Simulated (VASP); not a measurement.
Write the native input for VASP 6.6.1 that does the following.

```yaml
Task: single point
Functional: PBE
Potentials_or_basis: VASP PAW PBE potentials, release 64 (C)
Cutoff: 520 eV
k_mesh: 8 × 6 × 6
Occupations: gaussian, width 0.2 eV
Spin: no spin polarisation
Dipole_correction: no
Further_INCAR_settings: ALGO = Normal; EDIFF = 1e-06; NBANDS = 16
```

The structure of C lies in POSCAR:

```
C
1.0
    1.2332482724     -2.1360486662      0.0000000000
   -3.6997448173     -2.1360486662      0.0000000000
    0.0000000000      0.0000000000     -4.4289214344
C
4
Direct
    0.0000000000      0.6666666667      0.5000000000
    0.5000000000      0.1666666667      0.5000000000
    0.5000000000      0.8333333333      0.5000000000
    0.0000000000      0.3333333333      0.5000000000
```

The input as run:

INCAR

```
SYSTEM = C
  PREC = Accurate
  ENCUT = 520
  EDIFF = 1E-6
  ISMEAR = 0
  SIGMA = 0.2
  LREAL = .False.
  LASPH = .True.
  NELM = 60
  ALGO = Normal
  ISIF = 2
  LWAVE = .False.
  LCHARG = .False.
  GGA = PE
  NBANDS = 16
```

KPOINTS

```
regular mesh
0
Gamma
  8 6 6
  0 0 0
```

Potentials or basis: VASP PAW PBE potentials, release 64 (C).

Run with:

```console
$ cat potpaw_PBE.64/C/POTCAR > POTCAR
$ mpirun -np 1 vasp_std > vasp.out
```

Results of the run:

The pressure is 0.4 GPa and the largest force is 0.071 eV/Å.

Caveat: this functional lacks dispersion, which binds the layers, so the pressure and a relaxed spacing across them are unreliable.

It took 36 s on 1 thread of Intel(R) Xeon(R) Platinum 8259CL CPU @ 2.50GHz (Skylake/Cascade Lake), on a shared host, peak memory 0.17 GiB.
